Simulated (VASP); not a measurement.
Write the native input for VASP 6.6.1 that does the following.

```
Task                   : single point
Functional             : PBEsol
Potentials or basis    : VASP PAW PBE potentials, release 64 (Hf_pv, N)
Cutoff                 : 600 eV
k mesh                 : 7 × 7 × 7
Occupations            : methfessel-paxton, width 0.1 eV
Spin                   : no spin polarisation
Dipole correction      : no
Further INCAR settings : ALGO = Normal; EDIFF = 1e-06; NBANDS = 14
```

The structure of HfN lies in POSCAR:

```
HfN
1.0
    0.0000000000      2.4548220000      2.4548220000
    2.4548220000      0.0000000000      2.4548220000
    2.4548220000      2.4548220000      0.0000000000
Hf N
1 1
Direct
    0.0000000000      0.0000000000      0.0000000000
    0.7500000000      0.7500000000      0.7500000000
```

The input as run:

INCAR

```
SYSTEM = HfN
PREC = Accurate
ENCUT = 600
EDIFF = 1E-6
ISMEAR = 1
SIGMA = 0.1
LREAL = .False.
LASPH = .True.
NELM = 120
ALGO = Normal
ISIF = 2
LWAVE = .False.
LCHARG = .False.
GGA = PS
NBANDS = 14
GGA_COMPAT = .False.
```

KPOINTS

```
Automatic mesh
0
Gamma
  7 7 7
  0 0 0
```

Potentials or basis: VASP PAW PBE potentials, release 64 (Hf_pv, N).

Command:

```bash
$ cat potpaw_PBE.64/Hf_pv/POTCAR potpaw_PBE.64/N/POTCAR > POTCAR
$ mpirun -np 1 vasp_std > vasp.out
```

It gave:

```
Pressure : -6.0 GPa
```

Caveat: the PAW data sets were made with another functional, which shifts forces and pressure a little.

It took 14 s on 1 thread of AMD EPYC 7R13, with other jobs on the host, peak memory 0.13 GiB.
